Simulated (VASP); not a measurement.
# Mo (Im-3m) in VASP: further runs

The runs below take Mo through single point, with LDA.

Everything below comes from runs of VASP 6.6.1. Logs are shortened: lines on timing, memory, paths and dates and some standing lists are left out, and cuts for length are marked.

## Step 1: The cell of the first run

The structure is cubic, space group Im-3m (No. 229). The conventional cell has a = 3.142 Å, b = 3.142 Å, c = 3.142 Å, α = 90.00°, β = 90.00°, γ = 90.00°. Within 3.6 Å of Mo (site symmetry m-3m) lie 14 Mo at 2.72 to 3.14 Å.

## Step 2: Single point, LDA (volume scaled by 1.03)

Input file INCAR:

```
SYSTEM = Mo
PREC     = Accurate       ! precision mode
ENCUT    = 500            ! plane-wave cutoff, eV
EDIFF    = 1E-6           ! SCF threshold, eV
ISMEAR   = 0              ! smearing method
SIGMA    = 0.1            ! smearing width, eV
LREAL    = .False.        ! projectors in reciprocal space
LASPH    = .True.         ! aspherical terms in the spheres
NELM     = 120            ! most SCF steps
ALGO     = Normal         ! electronic algorithm
ISIF     = 2              ! what is computed and relaxed
LWAVE    = .False.        ! write WAVECAR
LCHARG   = .False.        ! write CHGCAR
NBANDS   = 13             ! bands
GGA_COMPAT= .False.
```

Input file KPOINTS:

```
regular mesh
0
Gamma
  18 18 18
  0 0 0
```

Input file POSCAR:

```
Mo
1.0
   -1.5710659086      1.5710659086      1.5710659086
    1.5710659086     -1.5710659086      1.5710659086
    1.5710659086      1.5710659086     -1.5710659086
Mo
1
Direct
    0.0000000000      0.0000000000      0.0000000000
```

Potentials or basis: VASP PAW LDA potentials, release 64 (Mo_sv).

On the command line:

```console
cat potpaw_LDA.64/Mo_sv/POTCAR > POTCAR
mpirun -np 1 vasp_std > vasp.out
```

OUTCAR:

```text
SYSTEM = Mo
   PREC = Accurate
   ENCUT = 500
   EDIFF = 1E-6
   ISMEAR = 0
   LREAL = .False.
   LASPH = .True.
   NELM = 120
   ISIF = 2

 ion  position               nearest neighbor table
   1  0.000  0.000  0.000-

  LATTYP: Found a body centered cubic cell.
 ALAT       =     3.1421318172

  Lattice vectors:

 A1 = (  -1.5710659086,   1.5710659086,   1.5710659086)
 A2 = (   1.5710659086,  -1.5710659086,   1.5710659086)
 A3 = (   1.5710659086,   1.5710659086,  -1.5710659086)

Analysis of symmetry for initial positions (statically):
=====================================================================
 Subroutine PRICEL returns:
 Original cell was already a primitive cell.

 Routine SETGRP: Setting up the symmetry group for a
 body centered cubic supercell.

 Subroutine GETGRP returns: Found 48 space group operations
 (whereof 48 operations were pure point group operations)
 out of a pool of 48 trial point group operations.

The static configuration has the point symmetry O_h .

Analysis of symmetry for dynamics (positions and initial velocities):
=====================================================================
 Subroutine PRICEL returns:
 Original cell was already a primitive cell.

 Routine SETGRP: Setting up the symmetry group for a
 body centered cubic supercell.

 Subroutine GETGRP returns: Found 48 space group operations
 (whereof 48 operations were pure point group operations)
 out of a pool of 48 trial point group operations.

The dynamic configuration has the point symmetry O_h .

 Subroutine INISYM returns: Found 48 space group operations
 (whereof 48 operations are pure point group operations),
 and found     1 'primitive' translations

----------------------------------------------------------------------------------------

                                     Primitive cell

  volume of cell :      15.5111

  direct lattice vectors                    reciprocal lattice vectors
    -1.571065909  1.571065909  1.571065909     0.000000000  0.318255267  0.318255267
     1.571065909 -1.571065909  1.571065909     0.318255267  0.000000000  0.318255267
     1.571065909  1.571065909 -1.571065909     0.318255267  0.318255267  0.000000000

  length of vectors
     2.721165976  2.721165976  2.721165976     0.450080915  0.450080915  0.450080915

  position of ions in fractional coordinates (direct lattice)
     0.000000000  0.000000000  0.000000000

  ion indices of the primitive-cell ions
   primitive index   ion index
                 1           1
[... 74 lines left out ...]
   EDIFFG = 0.1E-04   stopping-criterion for IOM
   NSW    =      0    number of steps for IOM
   IBRION =     -1    ionic relax: 0-MD 1-quasi-New 2-CG
   NFREE  =      0    steps in history (QN), initial steepest desc. (CG)
   ISIF   =      2    stress and relaxation
   ISYM   =      2    0-nonsym 1-usesym 2-fastsym
   POTIM  = 0.5000    time-step for ionic-motion
   TEBEG  =    0.0;   TEEND  =   0.0 temperature during run
   PSTRESS=    0.0 pullay stress
   NELECT =      14.0000    total number of electrons
   NUPDOWN=      -1.0000    fix difference up-down
   EMIN   =  10.00;   EMAX   =-10.00  energy-range for DOS
   EFERMI =   0.00;   METHOD = LEGACY
   ISMEAR =     0;   SIGMA  =   0.10  broadening in eV -4-tet -1-fermi 0-gaus
   EFERMI_NEDOS =   21; number of points for ismear=-14 and -15
   IALGO  =     38    algorithm
   IMIX   =      4    mixing-type and parameters
     AMIX     =   0.40;   BMIX     =  1.00
     AMIX_MAG =   1.60;   BMIX_MAG =  1.00
  volume/ion in A,a.u.               =      15.51       104.67
  Fermi-wavevector in a.u.,A,eV,Ry     =   1.582109  2.989753 34.056326  2.503069
  Thomas-Fermi vector in A             =   2.682082
   LORBIT       =      0    0 simple, 1 ext, 2 COOP (PROOUT), +10 PAW based schemes
   GGA     = CA    functional components
   LHFCALC =     F    Hartree Fock is set to
   AEXX    =    0.0000 exact exchange contribution
   IVDW    =     0    specifies the selected vdW correction
   LEPSILON=     F    determine dielectric tensor
   LRPA    =     F    only Hartree local field effects (RPA)
 non-spin polarized calculation
 Gauss-broadening in eV      SIGMA  =   0.10
  energy-cutoff  :      500.00
  volume of cell :       15.51
 maximum number of plane-waves:       410
   NGX =  9   NGY =  9   NGZ =  9

 number of electron      14.0000000 magnetization

 Free energy of the ion-electron system (eV)
  ---------------------------------------------------
  ext. energy  EPLUGINS =         0.00000000
  ---------------------------------------------------
  free energy    TOTEN  =       -12.12194705 eV

  energy without entropy =      -12.11959832  energy(sigma->0) =      -12.12077268

 E-fermi :  12.6167     XC(G=0): -13.6470

 val. band max:       12.6124662892   @ k =  -0.3889   0.4444   0.2778
 cond. band min:      12.6325477892   @ k =   0.3889   0.1111  -0.0000
 fundamental gap:      0.0200815000
 Fermi energy:        12.6166877467

 k-point     1 :       0.0000    0.0000    0.0000
  band No.  band energies     occupation
      1     -48.3463      2.00000
      2     -21.7686      2.00000
      3     -21.7686      2.00000
      4     -21.7686      2.00000
      5       5.3380      2.00000
      6      11.2009      2.00000
      7      11.2009      2.00000
      8      11.2009      2.00000
      9      14.2300      0.00000
     10      14.2300      0.00000
     11      27.4291      0.00000
     12      27.4291      0.00000
     13      27.4291      0.00000
[... 354 lines left out ...]
  band No.  band energies     occupation
      1     -48.0662      2.00000
      2     -23.1357      2.00000
      3     -22.2733      2.00000
      4     -21.8444      2.00000
      5       7.6276      2.00000
      6       9.3029      2.00000
      7      12.6325      0.82253
      8      14.1488      0.00000
      9      15.3055      0.00000
     10      18.0767      0.00000
     11      24.3874      0.00000
     12      25.4257      0.00000
     13      29.6316      0.00000

 [... further k-points ...]
[... 5 lines left out ...]
  --------------------------------------------------------------------------------------
  -------------------------------------------------------------------------------------
  Total       -0.6835492     -0.6835492     -0.6835492      0.0000000     -0.0000000      0.0000000
  in kB      -70.6052749    -70.6052749    -70.6052749      0.0000000     -0.0000000      0.0000000
  external PRESSURE =     -70.6052749 kB  Pullay stress =       0.0000000 kB

 VOLUME and BASIS-vectors are now :
 -----------------------------------------------------------------------------
  energy-cutoff  :      500.00
  volume of cell :       15.51
      direct lattice vectors                 reciprocal lattice vectors
    -1.571065909  1.571065909  1.571065909     0.000000000  0.318255267  0.318255267
     1.571065909 -1.571065909  1.571065909     0.318255267  0.000000000  0.318255267
     1.571065909  1.571065909 -1.571065909     0.318255267  0.318255267  0.000000000

 POSITION                                       TOTAL-FORCE (eV/Angst)
 -----------------------------------------------------------------------------------
      0.00000      0.00000      0.00000         0.000000      0.000000      0.000000
 -----------------------------------------------------------------------------------
    total drift:                                0.000000      0.000000      0.000000

  FREE ENERGIE OF THE ION-ELECTRON SYSTEM (eV)
  ---------------------------------------------------
  free  energy   TOTEN  =       -12.1219470473 eV

  energy  without entropy=      -12.1195983213  energy(sigma->0) =      -12.12077268
```

stdout:

```text
POSCAR found type information on POSCAR Mo
 POSCAR found :  1 types and       1 ions
 scaLAPACK will be used
 LDA part: xc-table for (Slater(with rela. corr.)+CA(PZ))
 , standard interpolation
 POSCAR, INCAR and KPOINTS ok, starting setup
 FFT: planning ... GRIDC
 FFT: planning ... GRID_SOFT
 FFT: planning ... GRID
 WAVECAR not read
 entering main loop
```

Run time: 16 s. Hardware: 1 thread of Intel Xeon 6975P-C, shared host; peak memory 0.14 GiB.

What came out:

| Property | Result |
| --- | --- |
| Free energy | -12.1219 eV |
| Pressure | -7.1 GPa |
| Band gap on the k mesh | zero (band 7 reaches 16.64 eV, above the bottom of band 8 at 11.20 eV) |

## Step 3: Single point, LDA (volume scaled by 1.06)

Input file INCAR:

```
SYSTEM = Mo
ALGO = Normal
EDIFF = 1E-6
ENCUT = 500
GGA_COMPAT = .False.
ISIF = 2
ISMEAR = 0
LASPH = .True.
LCHARG = .False.
LREAL = .False.
LWAVE = .False.
NBANDS = 13
NELM = 120
PREC = Accurate
SIGMA = 0.1
```

Input file KPOINTS:

```
k-points
0
Gamma
  18 18 18
  0 0 0
```

Input file POSCAR:

```
Mo
1.0
   -1.5861732384      1.5861732384      1.5861732384
    1.5861732384     -1.5861732384      1.5861732384
    1.5861732384      1.5861732384     -1.5861732384
Mo
1
Direct
    0.0000000000      0.0000000000      0.0000000000
```

Potentials or basis: VASP PAW LDA potentials, release 64 (Mo_sv).

On the command line:

```console
cat potpaw_LDA.64/Mo_sv/POTCAR > POTCAR
mpirun -np 1 vasp_std > vasp.out
```

It took 17 s on 1 thread of Intel Xeon 6975P-C, shared host; peak memory 0.15 GiB.

The run converged. Its results:

- Free energy: -12.0921 eV
- Pressure: -14.1 GPa
- Band gap on the k mesh: zero (band 7 reaches 16.02 eV, above the bottom of band 8 at 10.79 eV)

Levels at points of the mesh, in eV from the Fermi level:
```tsv
k point	band 4	band 5	band 6	band 7	band 8	band 9	band 10	band 11
(0.00, 0.00, 0.00)	-34.44	-7.18	-1.35	-1.35	-1.35	1.57	1.57	14.78
(0.50, 0.00, 0.00)	-34.45	-5.23	-3.33	1.58	1.59	2.20	4.61	11.29
(0.50, 0.50, 0.50)	-35.36	-5.32	-5.32	3.87	3.87	3.87	8.87	8.87
```

## Step 4: Single point, LDA (volume scaled by 1.09)

Input file INCAR:

```
ALGO     = Normal         # electronic algorithm
EDIFF    = 1E-6           # SCF threshold, eV
ENCUT    = 500            # plane-wave cutoff, eV
GGA      = CA             # functional
GGA_COMPAT= F            
ISIF     = 2              # what is computed and relaxed
ISMEAR   = 0              # smearing method
LASPH    = T              # aspherical terms in the spheres
LCHARG   = F              # write CHGCAR
LREAL    = F              # projectors in reciprocal space
LWAVE    = F              # write WAVECAR
NBANDS   = 13             # bands
NELM     = 120            # most SCF steps
PREC     = Accurate       # precision mode
SIGMA    = 0.1            # smearing width, eV
```

Input file KPOINTS:

```
k-points
0
Gamma
  18 18 18
```

Input file POSCAR:

```
Mo
1.0
   -1.6009981466      1.6009981466      1.6009981466
    1.6009981466     -1.6009981466      1.6009981466
    1.6009981466      1.6009981466     -1.6009981466
Mo
1
Direct
    0.0000000000      0.0000000000      0.0000000000
```

Potentials or basis: VASP PAW LDA potentials, release 64 (Mo_sv).

On the command line:

```console
cat potpaw_LDA.64/Mo_sv/POTCAR > POTCAR
mpirun -np 1 vasp_std > vasp.out
```

OUTCAR:

```text
EDIFF = 1E-6
   ENCUT = 500
   GGA = CA
   ISIF = 2
   ISMEAR = 0
   LASPH = T
   LREAL = F
   NELM = 120
   PREC = Accurate

 ion  position               nearest neighbor table
   1  0.000  0.000  0.000-

  LATTYP: Found a body centered cubic cell.
 ALAT       =     3.2019962932

  Lattice vectors:

 A1 = (  -1.6009981466,   1.6009981466,   1.6009981466)
 A2 = (   1.6009981466,  -1.6009981466,   1.6009981466)
 A3 = (   1.6009981466,   1.6009981466,  -1.6009981466)

Analysis of symmetry for initial positions (statically):
=====================================================================
 Subroutine PRICEL returns:
 Original cell was already a primitive cell.

 Routine SETGRP: Setting up the symmetry group for a
 body centered cubic supercell.

 Subroutine GETGRP returns: Found 48 space group operations
 (whereof 48 operations were pure point group operations)
 out of a pool of 48 trial point group operations.

The static configuration has the point symmetry O_h .

Analysis of symmetry for dynamics (positions and initial velocities):
=====================================================================
 Subroutine PRICEL returns:
 Original cell was already a primitive cell.

 Routine SETGRP: Setting up the symmetry group for a
 body centered cubic supercell.

 Subroutine GETGRP returns: Found 48 space group operations
 (whereof 48 operations were pure point group operations)
 out of a pool of 48 trial point group operations.

The dynamic configuration has the point symmetry O_h .

 Subroutine INISYM returns: Found 48 space group operations
 (whereof 48 operations are pure point group operations),
 and found     1 'primitive' translations

----------------------------------------------------------------------------------------

                                     Primitive cell

  volume of cell :      16.4147

  direct lattice vectors                    reciprocal lattice vectors
    -1.600998147  1.600998147  1.600998147     0.000000000  0.312305171  0.312305171
     1.600998147 -1.600998147  1.600998147     0.312305171  0.000000000  0.312305171
[... 112 lines left out ...]
   LEPSILON=     F    determine dielectric tensor
   LRPA    =     F    only Hartree local field effects (RPA)
 non-spin polarized calculation
 Gauss-broadening in eV      SIGMA  =   0.10
  energy-cutoff  :      500.00
  volume of cell :       16.41
 maximum number of plane-waves:       430
   NGX = 11   NGY = 11   NGZ = 11

 number of electron      14.0000004 magnetization

 Free energy of the ion-electron system (eV)
  ---------------------------------------------------
  ext. energy  EPLUGINS =         0.00000000
  ---------------------------------------------------
  free energy    TOTEN  =       -12.04374384 eV

  energy without entropy =      -12.04081341  energy(sigma->0) =      -12.04227863

 E-fermi :  11.7005     XC(G=0): -13.3326

 val. band max:       11.6624029011   @ k =  -0.4444   0.5000   0.2778
 cond. band min:      11.7126410051   @ k =  -0.3889   0.4444   0.2778
 fundamental gap:      0.0502381039
 Fermi energy:        11.7004967334

 k-point     1 :       0.0000    0.0000    0.0000
  band No.  band energies     occupation
      1     -49.2438      2.00000
      2     -22.7900      2.00000
      3     -22.7900      2.00000
      4     -22.7900      2.00000
      5       4.6254      2.00000
      6      10.4037      2.00000
      7      10.4037      2.00000
      8      10.4037      2.00000
      9      13.2231      0.00000
     10      13.2231      0.00000
     11      26.4396      0.00000
     12      26.4396      0.00000
     13      26.4396      0.00000
[... 354 lines left out ...]
  band No.  band energies     occupation
      1     -49.0212      2.00000
      2     -23.9324      2.00000
      3     -23.2145      2.00000
      4     -22.8515      2.00000
      5       7.0257      2.00000
      6       8.6452      2.00000
      7      11.6558      1.47296
      8      13.1285      0.00000
      9      14.1784      0.00000
     10      16.7593      0.00000
     11      22.7166      0.00000
     12      24.2676      0.00000
     13      27.9850      0.00000

 [... further k-points ...]

------------------------ aborting loop because EDIFF is reached ----------------------------------------

  FORCE on cell =-STRESS in cart. coord.  units (eV):
  Direction    XX          YY          ZZ          XY          YZ          ZX
  --------------------------------------------------------------------------------------
  -------------------------------------------------------------------------------------
  Total       -2.0639890     -2.0639890     -2.0639890      0.0000000      0.0000000      0.0000000
  in kB     -201.4584427   -201.4584427   -201.4584427      0.0000000      0.0000000      0.0000000
  external PRESSURE =    -201.4584427 kB  Pullay stress =       0.0000000 kB

 VOLUME and BASIS-vectors are now :
 -----------------------------------------------------------------------------
  energy-cutoff  :      500.00
  volume of cell :       16.41
      direct lattice vectors                 reciprocal lattice vectors
    -1.600998147  1.600998147  1.600998147     0.000000000  0.312305171  0.312305171
     1.600998147 -1.600998147  1.600998147     0.312305171  0.000000000  0.312305171
     1.600998147  1.600998147 -1.600998147     0.312305171  0.312305171  0.000000000

 POSITION                                       TOTAL-FORCE (eV/Angst)
 -----------------------------------------------------------------------------------
      0.00000      0.00000      0.00000        -0.000000     -0.000000     -0.000000
 -----------------------------------------------------------------------------------
    total drift:                                0.000000     -0.000000      0.000000

  FREE ENERGIE OF THE ION-ELECTRON SYSTEM (eV)
  ---------------------------------------------------
  free  energy   TOTEN  =       -12.0437438425 eV

  energy  without entropy=      -12.0408134089  energy(sigma->0) =      -12.04227863
```

stdout:

```text
POSCAR found type information on POSCAR Mo
 POSCAR found :  1 types and       1 ions
 scaLAPACK will be used
 LDA part: xc-table for (Slater(with rela. corr.)+CA(PZ))
 , standard interpolation
 POSCAR, INCAR and KPOINTS ok, starting setup
 FFT: planning ... GRIDC
 FFT: planning ... GRID_SOFT
 FFT: planning ... GRID
 WAVECAR not read
 entering main loop
```

Wall time 15 s (1 thread of Intel Xeon 6975P-C, shared host); peak memory 0.15 GiB.

Results:

```
Free energy            : -12.0437 eV
Pressure               : -20.1 GPa
Band gap on the k mesh : zero (band 7 reaches 15.42 eV, above the bottom of band 8 at 10.40 eV)
```

## Step 5: Overview

| cell | gap on the mesh (eV) | pressure (GPa) |
| --- | --- | --- |
| a = 2.721 Å, angles 109.5°, 1 atom | none | -7.1 |
| a = 2.747 Å, angles 109.5°, 1 atom | none | -14.1 |
| a = 2.773 Å, angles 109.5°, 1 atom | none | -20.1 |

Alike in all rows: task single point; level LDA; potentials or basis VASP PAW LDA potentials, release 64 (Mo_sv); no spin polarisation; k mesh 18 × 18 × 18; cutoff (eV) 500; smearing gaussian 0.1 eV.

Total energies depend on the potentials used, so only differences within one code and one set of settings carry meaning.
